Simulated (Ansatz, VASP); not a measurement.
**InP: VASP beside Ansatz**

```
In P
1.0
     0.00000    2.93945    2.93945
     2.93945    0.00000    2.93945
     2.93945    2.93945    0.00000
In P
1 1
Direct
  0.00000 0.00000 0.00000
  0.25000 0.25000 0.25000
```

Alike in both runs: functional PBEsol; k mesh 10 × 10 × 10; occupations gaussian, width 0.02 eV; no spin polarisation.

Ansatz relaxed the structure, and its values are those at the end. VASP's run is a single point on that final structure, the one shown.

```csv
,VASP,Ansatz
version,VASP 6.6.1,Ansatz 0.2.0
potentials or method,"VASP PAW PBE potentials, release 64 (In_d, P), cutoff 500 eV","scalar-relativistic, plane waves, PAW"
valence electrons in the cell,18,18
```

|  | VASP | Ansatz | Ansatz less VASP |
| --- | --- | --- | --- |
| gap on the k mesh at the Fermi level (eV) | 0.57 | 0.56 | -0.001 |
| least direct gap on the mesh (eV) | 0.57 | 0.56 | -0.001 |
| pressure (GPa) | 0.0 | 0.0 | +0.03 |

VASP's potentials were made for PBE, not for PBEsol, and Ansatz warns of the same on its side. The functional is the same, so the differences come from potentials, cutoffs and numerics.
